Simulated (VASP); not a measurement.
The system is Na2Cl3.

```
CELL_PARAMETERS angstrom
4.26452 0.00000 0.00000
0.00000 4.26452 0.00000
0.00000 0.00000 6.96754
ATOMIC_POSITIONS crystal
Na 0.00000 0.00000 0.68199
Na 0.00000 0.00000 0.31801
Cl 0.00000 0.00000 0.00000
Cl 0.00000 0.50000 0.50000
Cl 0.50000 0.00000 0.50000
```

| Quantity | Value |
| --- | --- |
| Program | VASP 6.6.1 |
| Task | relaxation of cell and atoms |
| Functional | PBE |
| Potentials or basis | VASP PAW PBE potentials, release 64 (Na_pv, Cl) |
| Cutoff | 600 eV |
| k mesh | 4 × 4 × 4 |
| Occupations | gaussian, width 0.1 eV |
| Spin | no spin polarisation |

At the start: pressure 12.7 GPa; volume 25.34 Å³/atom.

Q: How do energy, volume and symmetry change on relaxing?

A: Over 10 steps the energy falls by 383.5 meV/atom and the volume is 36.14 Å³/atom (+42.6 %); space group P4/mmm (No. 123, to 0.05 Å).

Step by step:
```tsv
step	energy change (eV)	largest force (eV/Å)	pressure (GPa)	volume (Å³)
1	0.0000	0.0390	12.74	126.71
2	-1.7727	0.5475	1.66	166.96
3	-1.8412	0.5006	0.73	175.46
4	-1.8345	0.3686	-0.57	193.24
5	-1.8588	0.4434	0.02	183.81
6	-1.8588	0.4519	0.12	182.54
7	-1.8788	0.3560	0.02	183.40
8	-1.9042	0.0496	-0.18	186.01
9	-1.9108	0.0356	-0.15	184.39
10	-1.9177	0.0054	-0.05	180.71
```

Final structure:
```yaml
crystal:
  lattice:
    - [4.59736, 0.00000, 0.00000]
    - [0.00000, 4.59736, 0.00000]
    - [0.00000, 0.00000, 8.54980]
  atoms:
    - { symbol: Na, position: [0.00000, 0.00000, 0.69847] }
    - { symbol: Na, position: [0.00000, 0.00000, 0.30153] }
    - { symbol: Cl, position: [0.00000, 0.00000, 0.00000] }
    - { symbol: Cl, position: [0.00000, 0.50000, 0.50000] }
    - { symbol: Cl, position: [0.50000, 0.00000, 0.50000] }
```

Caveat: the k points lie up to 0.34 Å⁻¹ apart in the final cell; the volume moved by over 15 % at a fixed basis, so the end points are rough; an odd number of electrons without spin polarisation forces a metal; a magnetic or distorted state may lie lower.
